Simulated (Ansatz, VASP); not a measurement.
One calculation of Sn3Te, two programs

```
Sn Te
1.0
     4.86562    0.00000    0.00000
     0.00000    4.86562    0.00000
     0.00000    0.00000    4.86562
Sn Te
3 1
Direct
  0.50000 0.50000 0.00000
  0.50000 0.00000 0.50000
  0.00000 0.50000 0.50000
  0.00000 0.00000 0.00000
```

Alike in both runs: task single point; functional PBE; k mesh 5 × 5 × 5; occupations fermi-dirac, width 0.1 eV; no spin polarisation.

|  | VASP | Ansatz |
| --- | --- | --- |
| version | VASP 6.6.1 | Ansatz 0.2.0 |
| potentials or method | VASP PAW PBE potentials, release 64 (Sn_d, Te), cutoff 520 eV | plane waves, PAW |
| valence electrons in the cell | 48 | 58 |

```tsv
	VASP	Ansatz	Ansatz less VASP
pressure (GPa)	0.6	0.6	+0.05
```

The functional is the same, so the differences come from potentials, cutoffs and numerics. VASP's potentials hold 48 valence electrons a cell and Ansatz's 58, so a difference there can come from the potentials and not from the codes.

Neither program's run includes spin-orbit coupling.
